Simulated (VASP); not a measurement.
A run of VASP 6.6.1 is set up as follows.

Contents of INCAR:

```
PREC = Accurate ; ENCUT = 520
EDIFF = 1E-6 ; ISMEAR = 0
SIGMA = 0.15 ; LREAL = False
LASPH = True ; NELM = 100
ALGO = Fast ; ISIF = 2
LWAVE = False ; LCHARG = True
GGA = PS ; LELF = True
LVHAR = True ; NBANDS = 18
```

File KPOINTS:

```
Automatic mesh
0
Gamma
  24 24 14
```

File POSCAR:

```
Ag
1.0
    2.8957332950      0.0000000000      0.0000000000
   -1.4478666475      2.5077785961      0.0000000000
    0.0000000000      0.0000000000      4.6907149281
Ag
2
Direct
    0.3333333333      0.6666666667      0.2500000000
    0.6666666667      0.3333333333      0.7500000000
```

Potentials or basis: VASP PAW PBE potentials, release 64 (Ag).

Launch:

```console
$ cat potpaw_PBE.64/Ag/POTCAR > POTCAR
$ mpirun -np 1 vasp_std > vasp.out
```

Problem. Estimate the band gap on the k mesh.

Solution. Zero (bands 11 and 12 overlap by 7.40 eV).

Problem. Estimate the pressure.

Solution. -2.5 GPa.

Stress tensor (GPa, compression positive):
```
-3.04  0.00  0.00
 0.00 -3.04  0.00
 0.00  0.00 -1.55
```

Caveat: the cell differs from its parent crystal (strain +0.0100 x Voigt [1, 1, 0, 0, 0, 0]); the PAW data sets were made with another functional, which shifts forces and pressure a little.
